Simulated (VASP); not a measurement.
Input of a VASP 6.6.1 run:

Contents of INCAR:

```
PREC = Accurate ; ENCUT = 520
EDIFF = 1E-8 ; ISMEAR = -1
SIGMA = 0.15 ; LREAL = F
LASPH = T ; NELM = 60
ALGO = Normal ; ISIF = 2
LWAVE = F ; LCHARG = F
GGA = CA ; NBANDS = 16
IBRION = 8 ; NSW = 1
```

The input KPOINTS:

```
regular mesh
0
Gamma
  12 12 12
```

POSCAR

```
YSe
1.0
    0.0000000000      2.8223017883      2.8223017883
    2.8223017883      0.0000000000      2.8223017883
    2.8223017883      2.8223017883      0.0000000000
Y Se
1 1
Direct
    0.0000000000      0.0000000000      0.0000000000
    0.5000000000      0.5000000000      0.5000000000
```

Potentials or basis: VASP PAW LDA potentials, release 64 (Y_sv, Se).

Run with:

```console
$ cat potpaw_LDA.64/Y_sv/POTCAR potpaw_LDA.64/Se/POTCAR > POTCAR
$ mpirun -np 1 vasp_std > vasp.out
```

Problem. Predict the highest phonon frequency at Γ, LO-TO splitting left out.

Solution. 219 cm⁻¹.

Phonon frequencies in cm⁻¹ (negative: imaginary):
```
              q point        frequencies
(0.000, 0.000, 0.000)  0 0 0 219 219 219
```
